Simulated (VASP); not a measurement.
# AlFe (Pm-3m) in VASP: further runs

AlFe is run at these levels: PBEsol; tasks: single point.

Program: VASP 6.6.1. These are calculated values, not measurements. Logs are shortened: lines on timing, memory, paths and dates and some standing lists are left out, and cuts for length are marked.

## 1. The cell of the first run

Symmetry: Pm-3m, No. 221, cubic system. The conventional cell has a = 2.910 Å, b = 2.910 Å, c = 2.910 Å, α = 90.00°, β = 90.00°, γ = 90.00°. Within 3.3 Å of Al (site symmetry m-3m) lie 8 Fe at 2.52 Å and 6 Al at 2.91 Å. Fe (site symmetry m-3m) has 8 Al at 2.52 Å and 6 Fe at 2.91 Å within 3.3 Å.

## 2. Single point, PBEsol, collinear spin, ferromagnetic start

Contents of INCAR:

```
SYSTEM = AlFe
ALGO = Normal
EDIFF = 1E-7
ENCUT = 520
GGA = PS
ISIF = 2
ISMEAR = 0
ISPIN = 2
LASPH = .TRUE.
LCHARG = .FALSE.
LMAXMIX = 4
LORBIT = 11
LREAL = .FALSE.
LWAVE = .FALSE.
MAGMOM = 0.08 3.13
NBANDS = 16
NELM = 150
NUPDOWN = 3.2
PREC = Accurate
SIGMA = 0.15
```

Contents of KPOINTS:

```
k-points
0
G
  9 9 9
  0 0 0
```

Contents of POSCAR:

```
AlFe
1.0
    2.9100000000      0.0000000000      0.0000000000
    0.0000000000      2.9100000000      0.0000000000
    0.0000000000      0.0000000000      2.9100000000
Al Fe
1 1
Direct
    0.0000000000      0.0000000000      0.0000000000
    0.5000000000      0.5000000000      0.5000000000
```

Potentials or basis: VASP PAW PBE potentials, release 64 (Al, Fe).

The run is started by

```bash
cat potpaw_PBE.64/Al/POTCAR potpaw_PBE.64/Fe/POTCAR > POTCAR
mpirun -np 1 vasp_std > vasp.out
```

OUTCAR:

```text
SYSTEM = AlFe
   EDIFF = 1E-7
   ENCUT = 520
   GGA = PS
   ISIF = 2
   ISMEAR = 0
   ISPIN = 2
   LASPH = .TRUE.
   LORBIT = 11
   LREAL = .FALSE.
   NELM = 150
   NUPDOWN = 3.2
   PREC = Accurate

 ion  position               nearest neighbor table
   1  0.000  0.000  0.000-   2 2.52   2 2.52   2 2.52   2 2.52   2 2.52   2 2.52   2 2.52   2 2.52

   2  0.500  0.500  0.500-   1 2.52   1 2.52   1 2.52   1 2.52   1 2.52   1 2.52   1 2.52   1 2.52

  LATTYP: Found a simple cubic cell.
 ALAT       =     2.9100000000

  Lattice vectors:

 A1 = (   2.9100000000,   0.0000000000,   0.0000000000)
 A2 = (   0.0000000000,   2.9100000000,   0.0000000000)
 A3 = (   0.0000000000,   0.0000000000,   2.9100000000)

Analysis of symmetry for initial positions (statically):
=====================================================================
 Subroutine PRICEL returns:
 Original cell was already a primitive cell.

 Routine SETGRP: Setting up the symmetry group for a
 simple cubic supercell.

 Subroutine GETGRP returns: Found 48 space group operations
 (whereof 48 operations were pure point group operations)
 out of a pool of 48 trial point group operations.

The static configuration has the point symmetry O_h .

Analysis of symmetry for dynamics (positions and initial velocities):
=====================================================================
 Subroutine PRICEL returns:
 Original cell was already a primitive cell.

 Routine SETGRP: Setting up the symmetry group for a
 simple cubic supercell.

 Subroutine GETGRP returns: Found 48 space group operations
 (whereof 48 operations were pure point group operations)
 out of a pool of 48 trial point group operations.

The dynamic configuration has the point symmetry O_h .

Analysis of structural, dynamic, and magnetic symmetry:
=====================================================================
 Subroutine PRICEL returns:
 Original cell was already a primitive cell.

 Routine SETGRP: Setting up the symmetry group for a
 simple cubic supercell.

 Subroutine GETGRP returns: Found 48 space group operations
 (whereof 48 operations were pure point group operations)
 out of a pool of 48 trial point group operations.

The overall configuration has the point symmetry O_h .

 Subroutine INISYM returns: Found 48 space group operations
 (whereof 48 operations are pure point group operations),
 and found     1 'primitive' translations

----------------------------------------------------------------------------------------

                                     Primitive cell

  volume of cell :      24.6422

  direct lattice vectors                    reciprocal lattice vectors
     2.910000000  0.000000000  0.000000000     0.343642612  0.000000000  0.000000000
     0.000000000  2.910000000  0.000000000     0.000000000  0.343642612  0.000000000
     0.000000000  0.000000000  2.910000000     0.000000000  0.000000000  0.343642612

  length of vectors
     2.910000000  2.910000000  2.910000000     0.343642612  0.343642612  0.343642612

  position of ions in fractional coordinates (direct lattice)
     0.000000000  0.000000000  0.000000000
     0.500000000  0.500000000  0.500000000

  ion indices of the primitive-cell ions
   primitive index   ion index
                 1           1
                 2           2

----------------------------------------------------------------------------------------

 KPOINTS: k-points

Automatic generation of k-mesh.
 Grid dimensions read from file:
 generate k-points for:    9    9    9

 Generating k-lattice:

  Cartesian coordinates                     Fractional coordinates (reciprocal lattice)
     0.038182512  0.000000000  0.000000000     0.111111111  0.000000000  0.000000000
     0.000000000  0.038182512  0.000000000     0.000000000  0.111111111  0.000000000
     0.000000000  0.000000000  0.038182512     0.000000000  0.000000000  0.111111111

  Length of vectors
     0.038182512  0.038182512  0.038182512

  Shift w.r.t. Gamma in fractional coordinates (k-lattice)
     0.000000000  0.000000000  0.000000000

 Subroutine IBZKPT returns following result:
 ===========================================

 Found     35 irreducible k-points:

 Following reciprocal coordinates:
            Coordinates               Weight
  0.000000  0.000000  0.000000      1.000000
  0.111111  0.000000  0.000000      6.000000
  0.222222  0.000000  0.000000      6.000000
  0.333333  0.000000  0.000000      6.000000
  0.444444  0.000000  0.000000      6.000000
  0.111111  0.111111  0.000000     12.000000
[... 16 lines left out ...]
  0.333333  0.333333  0.111111     24.000000
  0.444444  0.333333  0.111111     48.000000
 [... further k-points ...]
   k-points           NKPTS =     35   k-points in BZ     NKDIM =     35   number of bands    NBANDS=     16
   number of dos      NEDOS =    301   number of ions     NIONS =      2
   total plane-waves  NPLWV =  13824
   dimension x,y,z NGX =    24 NGY =   24 NGZ =   24
   dimension x,y,z NGXF=    48 NGYF=   48 NGZF=   48
   ions per type =               1   1
   NGX,Y,Z   is equivalent  to a cutoff of  13.71, 13.71, 13.71 a.u.
   NGXF,Y,Z  is equivalent  to a cutoff of  27.42, 27.42, 27.42 a.u.
 SYSTEM =  AlFe
   PREC   = accura    normal or accurate (medium, high low for compatibility)
   ISTART =      0    job   : 0-new  1-cont  2-samecut
   ICHARG =      2    charge: 1-file 2-atom 10-const
   ISPIN  =      2    spin polarized calculation?
   LNONCOLLINEAR =      F non collinear calculations
   LSORBIT =      F    spin-orbit coupling
   LASPH  =      T    aspherical Exc in radial PAW
   ENCUT  =  520.0 eV  38.22 Ry    6.18 a.u.   5.41  5.41  5.41*2*pi/ulx,y,z
   NELM   =    150;   NELMIN=  2; NELMDL= -5     # of ELM steps
   EDIFF  = 0.1E-06   stopping-criterion for ELM
   LREAL  =      F    real-space projection
   EDIFFG = 0.1E-05   stopping-criterion for IOM
   NSW    =      0    number of steps for IOM
   IBRION =     -1    ionic relax: 0-MD 1-quasi-New 2-CG
   NFREE  =      0    steps in history (QN), initial steepest desc. (CG)
   ISIF   =      2    stress and relaxation
   ISYM   =      2    0-nonsym 1-usesym 2-fastsym
   POTIM  = 0.5000    time-step for ionic-motion
   TEBEG  =    0.0;   TEEND  =   0.0 temperature during run
   PSTRESS=    0.0 pullay stress
   NELECT =      11.0000    total number of electrons
   NUPDOWN=       3.2000    fix difference up-down
   EMIN   =  10.00;   EMAX   =-10.00  energy-range for DOS
   EFERMI =   0.00;   METHOD = LEGACY
   ISMEAR =     0;   SIGMA  =   0.15  broadening in eV -4-tet -1-fermi 0-gaus
   EFERMI_NEDOS =   21; number of points for ismear=-14 and -15
   IALGO  =     38    algorithm
   IMIX   =      4    mixing-type and parameters
     AMIX     =   0.40;   BMIX     =  1.00
     AMIX_MAG =   1.60;   BMIX_MAG =  1.00
  volume/ion in A,a.u.               =      12.32        83.15
  Fermi-wavevector in a.u.,A,eV,Ry     =   1.251160  2.364349 21.298567  1.565401
  Thomas-Fermi vector in A             =   2.385120
   LORBIT       =     11    0 simple, 1 ext, 2 COOP (PROOUT), +10 PAW based schemes
   GGA     = PS    functional components
   LHFCALC =     F    Hartree Fock is set to
   AEXX    =    0.0000 exact exchange contribution
   IVDW    =     0    specifies the selected vdW correction
   LEPSILON=     F    determine dielectric tensor
   LRPA    =     F    only Hartree local field effects (RPA)
 spin polarized calculation
 Gauss-broadening in eV      SIGMA  =   0.15
  energy-cutoff  :      520.00
  volume of cell :       24.64
 maximum number of plane-waves:       691
 NGX is ok and might be reduce to    24
   NGX = 11   NGY = 11   NGZ = 11

 number of electron      10.9999991 magnetization       3.2000043

 Free energy of the ion-electron system (eV)
  ---------------------------------------------------
  ext. energy  EPLUGINS =         0.00000000
  ---------------------------------------------------
  free energy    TOTEN  =       -12.47479078 eV

  energy without entropy =      -12.45164647  energy(sigma->0) =      -12.46321862

 E-fermi :   7.6261     XC(G=0): -12.0804

 val. band max:       10.3516672084   @ k =   0.4444   0.4444   0.3333
 cond. band min:       7.6443764153   @ k =   0.4444   0.2222   0.0000
 fundamental gap:     -2.7072907931
 Fermi energy:        10.3621537962

 spin component 1

 k-point     1 :       0.0000    0.0000    0.0000
  band No.  band energies     occupation
      1      -2.8798      1.00000
      2       3.9965      1.00000
      3       3.9965      1.00000
      4       5.7244      1.00000
      5       5.7244      1.00000
      6       5.7244      1.00000
[... 8 lines left out ...]
     15      28.5837      0.00000
     16      30.5644      0.00000
[... 419 lines left out ...]
 k-point    24 :       0.4444    0.3333    0.1111
  band No.  band energies     occupation
      1       1.7980      1.00000
      2       3.3292      1.00000
      3       4.4431      1.00000
      4       4.8457      1.00000
      5       5.3951      1.00000
      6       5.7169      1.00000
[... 8 lines left out ...]
     15      27.1590      0.00000
     16      28.5204      0.00000

 [... further k-points ...]

 spin component 2

 k-point     1 :       0.0000    0.0000    0.0000
  band No.  band energies     occupation
      1      -2.3672      1.00000
      2       6.0478      1.00000
      3       6.0478      1.00000
      4       8.5605      0.00000
      5       8.5605      0.00000
      6       8.5606      0.00000
[... 8 lines left out ...]
     15      29.2164      0.00000
     16      30.9999      0.00000
[... 419 lines left out ...]
 k-point    24 :       0.4444    0.3333    0.1111
  band No.  band energies     occupation
      1       2.6023      1.00000
      2       4.3997      1.00000
      3       6.0835      1.00000
      4       6.9964      1.00000
      5       7.9191      0.00287
      6       7.9761      0.00048
[... 8 lines left out ...]
     15      28.1033      0.00000
     16      28.9905      0.00000

 [... further k-points ...]

------------------------ aborting loop because EDIFF is reached ----------------------------------------

  FORCE on cell =-STRESS in cart. coord.  units (eV):
  Direction    XX          YY          ZZ          XY          YZ          ZX
  --------------------------------------------------------------------------------------
  -------------------------------------------------------------------------------------
  Total        2.3383155      2.3383155      2.3383155      0.0000000     -0.0000000      0.0000000
  in kB      152.0319028    152.0319028    152.0319028      0.0000000     -0.0000000      0.0000000
  external PRESSURE =     152.0319028 kB  Pullay stress =       0.0000000 kB

 VOLUME and BASIS-vectors are now :
 -----------------------------------------------------------------------------
  energy-cutoff  :      520.00
  volume of cell :       24.64
      direct lattice vectors                 reciprocal lattice vectors
     2.910000000  0.000000000  0.000000000     0.343642612  0.000000000  0.000000000
     0.000000000  2.910000000  0.000000000     0.000000000  0.343642612  0.000000000
     0.000000000  0.000000000  2.910000000     0.000000000  0.000000000  0.343642612

 POSITION                                       TOTAL-FORCE (eV/Angst)
 -----------------------------------------------------------------------------------
      0.00000      0.00000      0.00000         0.000000      0.000000      0.000000
      1.45500      1.45500      1.45500         0.000000      0.000000      0.000000
 -----------------------------------------------------------------------------------
    total drift:                                0.000000     -0.000000     -0.000000

  FREE ENERGIE OF THE ION-ELECTRON SYSTEM (eV)
  ---------------------------------------------------
  free  energy   TOTEN  =       -12.4747907758 eV

  energy  without entropy=      -12.4516464664  energy(sigma->0) =      -12.46321862

 total charge

# of ion       s       p       d       tot
------------------------------------------
    1        0.400   0.446   0.000   0.846
    2        0.474   0.567   6.214   7.255
--------------------------------------------------
tot          0.874   1.013   6.214   8.101

 magnetization (x)

# of ion       s       p       d       tot
------------------------------------------
    1       -0.003   0.028   0.000   0.025
    2        0.066   0.124   2.734   2.925
--------------------------------------------------
tot          0.063   0.152   2.734   2.950
```

Wall time 16 s (1 thread of Intel Xeon Platinum 8559C (Emerald Rapids), shared host); peak memory 0.15 GiB.

Results:

- Free energy: -12.4748 eV
- Pressure: 15.2 GPa
- Net moment: 3.20 μB per cell
- Site moments: Al +0.03; Fe +2.92 μB
- Valence electrons inside the program's atomic spheres: Al 0.85; Fe 7.25

Caveat: the PAW data sets were made with another functional, which shifts forces and pressure a little; the total moment is fixed, so each spin has its own Fermi level.

## 3. Single point, PBEsol, collinear spin, ferromagnetic start

Contents of INCAR:

```
SYSTEM = AlFe
PREC = Accurate
ENCUT = 520
EDIFF = 1E-7
ISMEAR = 0
SIGMA = 0.15
LREAL = .False.
LASPH = .True.
NELM = 150
ALGO = Normal
ISIF = 2
LWAVE = .False.
LCHARG = .False.
ISPIN = 2
MAGMOM = 0.25 3.79
LORBIT = 11
NUPDOWN = 4.2
LMAXMIX = 4
GGA = PS
NBANDS = 16
```

Contents of KPOINTS:

```
regular mesh
0
Gamma
  9 9 9
  0 0 0
```

POSCAR is that of step 2.

Potentials or basis: VASP PAW PBE potentials, release 64 (Al, Fe).

The run is started by

```bash
cat potpaw_PBE.64/Al/POTCAR potpaw_PBE.64/Fe/POTCAR > POTCAR
mpirun -np 1 vasp_std > vasp.out
```

It took 18 s on 1 thread of Intel Xeon Platinum 8559C (Emerald Rapids), shared host; peak memory 0.15 GiB.

Results (log left out):

| Property | Result |
| --- | --- |
| Free energy | -10.7446 eV |
| Pressure | 35.1 GPa |
| Net moment | 4.20 μB per cell |
| Site moments | Al +0.12; Fe +3.57 μB |
| Valence electrons inside the program's atomic spheres | Al 0.88; Fe 7.17 |

Caveat: the PAW data sets were made with another functional, which shifts forces and pressure a little; the total moment is fixed, so each spin has its own Fermi level.
